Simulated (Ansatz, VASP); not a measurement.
W in VASP and in Ansatz

```
W
1.0
    -1.57727    1.57727    1.57727
     1.57727   -1.57727    1.57727
     1.57727    1.57727   -1.57727
W
1
Direct
  0.00000 0.00000 0.00000
```

Alike in both runs: task single point; functional PBEsol; k mesh 18 × 18 × 18; occupations gaussian, width 0.1 eV; no spin polarisation.

|  | VASP | Ansatz |
| --- | --- | --- |
| version | VASP 6.6.1 | Ansatz 0.2.0 |
| potentials or method | VASP PAW PBE potentials, release 64 (W_sv), cutoff 520 eV | scalar-relativistic, plane waves, PAW |
| valence electrons in the cell | 14 | 14 |

```tsv
	VASP	Ansatz	Ansatz less VASP
gap on the k mesh at the Fermi level (eV)	none	none	-
pressure (GPa)	0.6	0.0	-0.61
```

VASP's potentials were made for PBE, not for PBEsol, and Ansatz warns of the same on its side. A gap of «none» marks a metal or a gap that the smearing closes.

Neither program's run includes spin-orbit coupling.
